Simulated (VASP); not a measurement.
# Si3N4 (P-43m) in VASP: a series of runs

Si3N4 is run at these levels: BLYP, r2SCAN, LDA, PBE; tasks: single point, relaxation of cell and atoms.

All numbers are computed with VASP 6.6.1; they aren't measurements. Logs are shortened: lines on timing, memory, paths and dates and some standing lists are left out, and cuts for length are marked.

## Step 1: The cell of the first run

It takes space group P-43m (No. 215, cubic). Conventional cell: a = 4.160 Å, b = 4.160 Å, c = 4.160 Å, α = 90.00°, β = 90.00°, γ = 90.00°. Within 2.4 Å of Si (site symmetry -42m) lie 4 N at 1.77 Å. N (site symmetry 3m) has 3 Si at 1.77 Å within 2.4 Å.

## Step 2: Single point, BLYP

File INCAR:

```
SYSTEM = Si3N4
  AGGAC = 1.0
  AGGAX = 1.0
  ALDAC = 0.0
  ALDAX = 1.0
  ALGO = Normal
  EDIFF = 1E-6
  ENCUT = 520
  GGA = B5
  ISIF = 2
  ISMEAR = -1
  LASPH = .TRUE.
  LCHARG = .FALSE.
  LREAL = .FALSE.
  LWAVE = .FALSE.
  NBANDS = 25
  NELM = 80
  PREC = Accurate
  SIGMA = 0.05
```

File KPOINTS:

```
k-points
0
G
  7 7 7
  0 0 0
```

File POSCAR:

```
Si3N4
1.0
    4.1598300446      0.0000000000      0.0000000000
    0.0000000000      4.1598300446      0.0000000000
    0.0000000000      0.0000000000      4.1598300446
Si N
3 4
Direct
    0.0000000000      0.0000000000      0.5000000000
    0.5000000000      0.0000000000      0.0000000000
    0.0000000000      0.5000000000      0.0000000000
    0.2373504892      0.2373504892      0.7626495108
    0.7626495108      0.7626495108      0.7626495108
    0.2373504892      0.7626495108      0.2373504892
    0.7626495108      0.2373504892      0.2373504892
```

Potentials or basis: VASP PAW PBE potentials, release 64 (Si, N).

Run with:

```console
$ cat potpaw_PBE.64/Si/POTCAR potpaw_PBE.64/N/POTCAR > POTCAR
$ mpirun -np 1 vasp_std > vasp.out
```

OUTCAR:

```text
SYSTEM = Si3N4
   EDIFF = 1E-6
   ENCUT = 520
   GGA = B5
   ISIF = 2
   ISMEAR = -1
   LASPH = .TRUE.
   LREAL = .FALSE.
   NELM = 80
   PREC = Accurate

 ion  position               nearest neighbor table
   1  0.000  0.000  0.500-   4 1.77   5 1.77   6 1.77   7 1.77   2 2.94   3 2.94   2 2.94   3 2.94
                             3 2.94   3 2.94   2 2.94   2 2.94
   2  0.500  0.000  0.000-   4 1.77   5 1.77   6 1.77   7 1.77   1 2.94   3 2.94   1 2.94   3 2.94
                             1 2.94   3 2.94   1 2.94   3 2.94
   3  0.000  0.500  0.000-   4 1.77   5 1.77   6 1.77   7 1.77   1 2.94   2 2.94   1 2.94   1 2.94
                             2 2.94   1 2.94   2 2.94   2 2.94
   4  0.237  0.237  0.763-   1 1.77   2 1.77   3 1.77
   5  0.763  0.763  0.763-   1 1.77   2 1.77   3 1.77
   6  0.237  0.763  0.237-   1 1.77   2 1.77   3 1.77
   7  0.763  0.237  0.237-   1 1.77   2 1.77   3 1.77

  LATTYP: Found a simple cubic cell.
 ALAT       =     4.1598300446

  Lattice vectors:

 A1 = (   4.1598300446,   0.0000000000,   0.0000000000)
 A2 = (   0.0000000000,   4.1598300446,   0.0000000000)
 A3 = (   0.0000000000,   0.0000000000,   4.1598300446)

Analysis of symmetry for initial positions (statically):
=====================================================================
 Subroutine PRICEL returns:
 Original cell was already a primitive cell.

 Routine SETGRP: Setting up the symmetry group for a
 simple cubic supercell.

 Subroutine GETGRP returns: Found 24 space group operations
 (whereof 24 operations were pure point group operations)
 out of a pool of 48 trial point group operations.

The static configuration has the point symmetry T_d .

Analysis of symmetry for dynamics (positions and initial velocities):
=====================================================================
 Subroutine PRICEL returns:
 Original cell was already a primitive cell.

 Routine SETGRP: Setting up the symmetry group for a
 simple cubic supercell.

 Subroutine GETGRP returns: Found 24 space group operations
 (whereof 24 operations were pure point group operations)
 out of a pool of 48 trial point group operations.

The dynamic configuration has the point symmetry T_d .

 Subroutine INISYM returns: Found 24 space group operations
 (whereof 24 operations are pure point group operations),
 and found     1 'primitive' translations

----------------------------------------------------------------------------------------

                                     Primitive cell

  volume of cell :      71.9825

  direct lattice vectors                    reciprocal lattice vectors
     4.159830045  0.000000000  0.000000000     0.240394437  0.000000000  0.000000000
     0.000000000  4.159830045  0.000000000     0.000000000  0.240394437  0.000000000
     0.000000000  0.000000000  4.159830045     0.000000000  0.000000000  0.240394437

  length of vectors
     4.159830045  4.159830045  4.159830045     0.240394437  0.240394437  0.240394437

  position of ions in fractional coordinates (direct lattice)
     0.000000000  0.000000000  0.500000000
     0.500000000  0.000000000  0.000000000
     0.000000000  0.500000000  0.000000000
     0.237350489  0.237350489  0.762649511
     0.762649511  0.762649511  0.762649511
     0.237350489  0.762649511  0.237350489
     0.762649511  0.237350489  0.237350489

  ion indices of the primitive-cell ions
   primitive index   ion index
                 1           1
                 2           2
                 3           3
                 4           4
                 5           5
                 6           6
                 7           7

----------------------------------------------------------------------------------------

 KPOINTS: k-points

Automatic generation of k-mesh.
 Grid dimensions read from file:
 generate k-points for:    7    7    7

 Generating k-lattice:

  Cartesian coordinates                     Fractional coordinates (reciprocal lattice)
     0.034342062  0.000000000  0.000000000     0.142857143  0.000000000  0.000000000
     0.000000000  0.034342062  0.000000000     0.000000000  0.142857143  0.000000000
     0.000000000  0.000000000  0.034342062     0.000000000  0.000000000  0.142857143

  Length of vectors
     0.034342062  0.034342062  0.034342062

  Shift w.r.t. Gamma in fractional coordinates (k-lattice)
     0.000000000  0.000000000  0.000000000

 Subroutine IBZKPT returns following result:
 ===========================================

 Found     20 irreducible k-points:

 Following reciprocal coordinates:
            Coordinates               Weight
  0.000000  0.000000  0.000000      1.000000
  0.142857  0.000000  0.000000      6.000000
  0.285714  0.000000  0.000000      6.000000
  0.428571  0.000000  0.000000      6.000000
  0.142857  0.142857  0.000000     12.000000
  0.285714  0.142857  0.000000     24.000000
[... 12 lines left out ...]
  0.428571  0.428571  0.285714     24.000000
  0.428571  0.428571  0.428571      8.000000
   k-points           NKPTS =     20   k-points in BZ     NKDIM =     20   number of bands    NBANDS=     25
   number of dos      NEDOS =    301   number of ions     NIONS =      7
   total plane-waves  NPLWV =  32768
   dimension x,y,z NGX =    32 NGY =   32 NGZ =   32
   dimension x,y,z NGXF=    64 NGYF=   64 NGZF=   64
   ions per type =               3   4
   NGX,Y,Z   is equivalent  to a cutoff of  12.79, 12.79, 12.79 a.u.
   NGXF,Y,Z  is equivalent  to a cutoff of  25.58, 25.58, 25.58 a.u.
 SYSTEM =  Si3N4
   PREC   = accura    normal or accurate (medium, high low for compatibility)
   ISTART =      0    job   : 0-new  1-cont  2-samecut
   ICHARG =      2    charge: 1-file 2-atom 10-const
   ISPIN  =      1    spin polarized calculation?
   LNONCOLLINEAR =      F non collinear calculations
   LSORBIT =      F    spin-orbit coupling
   LASPH  =      T    aspherical Exc in radial PAW
   ENCUT  =  520.0 eV  38.22 Ry    6.18 a.u.   7.73  7.73  7.73*2*pi/ulx,y,z
   NELM   =     80;   NELMIN=  2; NELMDL= -5     # of ELM steps
   EDIFF  = 0.1E-05   stopping-criterion for ELM
   LREAL  =      F    real-space projection
   EDIFFG = 0.1E-04   stopping-criterion for IOM
   NSW    =      0    number of steps for IOM
   IBRION =     -1    ionic relax: 0-MD 1-quasi-New 2-CG
   NFREE  =      0    steps in history (QN), initial steepest desc. (CG)
   ISIF   =      2    stress and relaxation
   ISYM   =      2    0-nonsym 1-usesym 2-fastsym
   POTIM  = 0.5000    time-step for ionic-motion
   TEBEG  =    0.0;   TEEND  =   0.0 temperature during run
   PSTRESS=    0.0 pullay stress
   NELECT =      32.0000    total number of electrons
   NUPDOWN=      -1.0000    fix difference up-down
   EMIN   =  10.00;   EMAX   =-10.00  energy-range for DOS
   EFERMI =   0.00;   METHOD = LEGACY
   ISMEAR =    -1;   SIGMA  =   0.05  broadening in eV -4-tet -1-fermi 0-gaus
   EFERMI_NEDOS =   21; number of points for ismear=-14 and -15
   IALGO  =     38    algorithm
   IMIX   =      4    mixing-type and parameters
     AMIX     =   0.40;   BMIX     =  1.00
     AMIX_MAG =   1.60;   BMIX_MAG =  1.00
  volume/ion in A,a.u.               =      10.28        69.39
  Fermi-wavevector in a.u.,A,eV,Ry     =   1.249441  2.361102 21.240108  1.561104
  Thomas-Fermi vector in A             =   2.383482
   LORBIT       =      0    0 simple, 1 ext, 2 COOP (PROOUT), +10 PAW based schemes
   GGA     = B5    functional components
   LHFCALC =     F    Hartree Fock is set to
   AEXX    =    0.0000 exact exchange contribution
   IVDW    =     0    specifies the selected vdW correction
   LEPSILON=     F    determine dielectric tensor
   LRPA    =     F    only Hartree local field effects (RPA)
 non-spin polarized calculation
  energy-cutoff  :      520.00
  volume of cell :       71.98
 maximum number of plane-waves:      1959
 NGX is ok and might be reduce to    32
   NGX = 15   NGY = 15   NGZ = 15

 number of electron      31.9999995 magnetization

 Free energy of the ion-electron system (eV)
  ---------------------------------------------------
  ext. energy  EPLUGINS =         0.00000000
  ---------------------------------------------------
  free energy    TOTEN  =       -51.69696345 eV

  energy without entropy =      -51.69696345  energy(sigma->0) =      -51.69696345

 E-fermi :   8.1249     XC(G=0): -10.4189

 val. band max:        6.9850388288   @ k =   0.4286   0.4286   0.4286
 cond. band min:       9.9951113035   @ k =   0.0000   0.0000   0.0000
 fundamental gap:      3.0100724747
 Fermi energy:         8.1249374732

 k-point     1 :       0.0000    0.0000    0.0000
  band No.  band energies     occupation
      1     -10.7846      2.00000
      2      -7.0302      2.00000
      3      -7.0302      2.00000
      4      -7.0302      2.00000
      5      -1.5631      2.00000
      6      -1.5631      2.00000
[... 17 lines left out ...]
     24      18.3904      0.00000
     25      18.3904      0.00000

 k-point     2 :       0.1429    0.0000    0.0000
  band No.  band energies     occupation
      1     -10.6751      2.00000
      2      -7.3166      2.00000
      3      -7.0144      2.00000
      4      -7.0144      2.00000
      5      -1.4753      2.00000
      6      -1.2408      2.00000
[... 17 lines left out ...]
     24      18.1873      0.00000
     25      18.4569      0.00000

 k-point     3 :       0.2857    0.0000    0.0000
  band No.  band energies     occupation
      1     -10.3664      2.00000
      2      -7.9695      2.00000
      3      -6.9786      2.00000
      4      -6.9786      2.00000
      5      -1.2461      2.00000
      6      -0.4585      2.00000
[... 440 lines left out ...]
 k-point    19 :       0.4286    0.4286    0.2857
  band No.  band energies     occupation
      1      -8.8254      2.00000
      2      -8.1452      2.00000
      3      -8.0564      2.00000
      4      -7.5194      2.00000
      5      -1.4327      2.00000
      6      -1.2910      2.00000
[... 17 lines left out ...]
     24      16.5473      0.00000
     25      17.3258      0.00000

 k-point    20 :       0.4286    0.4286    0.4286
  band No.  band energies     occupation
      1      -8.4841      2.00000
      2      -8.0748      2.00000
      3      -8.0748      2.00000
      4      -7.7686      2.00000
      5      -1.6885      2.00000
      6      -1.6885      2.00000
[... 17 lines left out ...]
     24      16.9706      0.00000
     25      17.0969      0.00000

------------------------ aborting loop because EDIFF is reached ----------------------------------------

  FORCE on cell =-STRESS in cart. coord.  units (eV):
  Direction    XX          YY          ZZ          XY          YZ          ZX
  --------------------------------------------------------------------------------------
  -------------------------------------------------------------------------------------
  Total        0.2573578      0.2573578      0.2573578      0.0000000     -0.0000000     -0.0000000
  in kB        5.7282396      5.7282396      5.7282396      0.0000000     -0.0000000     -0.0000000
  external PRESSURE =       5.7282396 kB  Pullay stress =       0.0000000 kB

 VOLUME and BASIS-vectors are now :
 -----------------------------------------------------------------------------
  energy-cutoff  :      520.00
  volume of cell :       71.98
      direct lattice vectors                 reciprocal lattice vectors
     4.159830045  0.000000000  0.000000000     0.240394437  0.000000000  0.000000000
     0.000000000  4.159830045  0.000000000     0.000000000  0.240394437  0.000000000
     0.000000000  0.000000000  4.159830045     0.000000000  0.000000000  0.240394437

 POSITION                                       TOTAL-FORCE (eV/Angst)
 -----------------------------------------------------------------------------------
      0.00000      0.00000      2.07992        -0.000000      0.000000     -0.000000
      2.07992      0.00000      0.00000        -0.000000      0.000000     -0.000000
      0.00000      2.07992      0.00000        -0.000000      0.000000     -0.000000
      0.98734      0.98734      3.17249         0.008734      0.008734     -0.008734
      3.17249      3.17249      3.17249        -0.008734     -0.008734     -0.008734
      0.98734      3.17249      0.98734         0.008734     -0.008734      0.008734
      3.17249      0.98734      0.98734        -0.008734      0.008734      0.008734
 -----------------------------------------------------------------------------------
    total drift:                                0.000000      0.000000      0.000000

  FREE ENERGIE OF THE ION-ELECTRON SYSTEM (eV)
  ---------------------------------------------------
  free  energy   TOTEN  =       -51.6969634505 eV

  energy  without entropy=      -51.6969634504  energy(sigma->0) =      -51.69696345
```

It took 18 s on 1 thread of Intel Xeon 6975P-C (Granite Rapids), shared host; peak memory 0.17 GiB.

What came out:

| Quantity | Value |
| --- | --- |
| Free energy | -51.6970 eV |
| Pressure | 0.6 GPa |
| Largest force | 0.015 eV/Å |
| Band gap on the k mesh | 3.01 eV, indirect (least direct gap 3.18 eV) |

Forces in eV/Å, atoms in the order of the input:
```
Si   0.000  0.000  0.000
Si   0.000  0.000  0.000
Si   0.000  0.000  0.000
N    0.009  0.009 -0.009
N   -0.009 -0.009 -0.009
N    0.009 -0.009  0.009
N   -0.009  0.009  0.009
```

Caveat: the PAW data sets were made with another functional, which shifts forces and pressure a little.

## Step 3: Single point, r2SCAN

This run uses another cell than the first one, of 9.85 Å³/atom, 0.958 times its volume.

File POSCAR:

```
Si3N4
1.0
    4.1010449400      0.0000000000      0.0000000000
    0.0000000000      4.1010449400      0.0000000000
    0.0000000000      0.0000000000      4.1010449400
Si N
3 4
Direct
    0.0000000000      0.0000000000      0.5000000000
    0.5000000000      0.0000000000      0.0000000000
    0.0000000000      0.5000000000      0.0000000000
    0.2388951409      0.2388951409      0.7611048591
    0.7611048591      0.7611048591      0.7611048591
    0.2388951409      0.7611048591      0.2388951409
    0.7611048591      0.2388951409      0.2388951409
```

File INCAR.step1:

```
  PREC = Accurate
  ENCUT = 520
  ISMEAR = -1
  SIGMA = 0.05
  LREAL = False
  LASPH = True
  NELM = 80
  NBANDS = 25
  GGA = PE
  ALGO = Normal
  EDIFF = 1E-4
  LWAVE = True
  LCHARG = False
```

File INCAR.step2:

```
  PREC = Accurate
  ENCUT = 520
  EDIFF = 1E-6
  ISMEAR = -1
  SIGMA = 0.05
  LREAL = False
  LASPH = True
  NELM = 80
  ALGO = Normal
  ISIF = 2
  LWAVE = False
  LCHARG = True
  METAGGA = R2SCAN
  LMIXTAU = True
  LELF = True
  LVHAR = True
  NBANDS = 25
  ISTART = 1
```

File KPOINTS:

```
regular mesh
0
Gamma
  7 7 7
```

Potentials or basis: VASP PAW PBE potentials, release 64 (Si, N).

Run with:

```console
$ cat potpaw_PBE.64/Si/POTCAR potpaw_PBE.64/N/POTCAR > POTCAR
$ cp INCAR.step1 INCAR
$ mpirun -np 1 vasp_std > vasp.out
$ cp INCAR.step2 INCAR
$ mpirun -np 1 vasp_std > vasp.out
```

It took 35 s on 1 thread of Intel Xeon 6975P-C (Granite Rapids), shared host; peak memory 0.18 GiB.

The run converged. Its results:

```yaml
Free_energy: -70.2696 eV
Pressure: -0.1 GPa
Largest_force: 0.005 eV/Å
Band_gap_on_the_k_mesh: 3.34 eV, indirect (least direct gap 3.52 eV)
```

Forces on the atoms (eV/Å):
```
Si   0.000  0.000  0.000
Si   0.000  0.000  0.000
Si   0.000  0.000  0.000
N   -0.003 -0.003  0.003
N    0.003  0.003  0.003
N   -0.003  0.003 -0.003
N    0.003 -0.003 -0.003
```

Levels at points of the mesh, in eV from the valence-band top:
```
           k point  band 14  band 15  band 16  band 17  band 18  band 19
(0.00, 0.00, 0.00)    -0.18    -0.18    -0.18     3.34     3.34     3.34
```

Caveat: the PAW data sets were made with another functional, which shifts forces and pressure a little.

(Continued in part 2 of 2.)
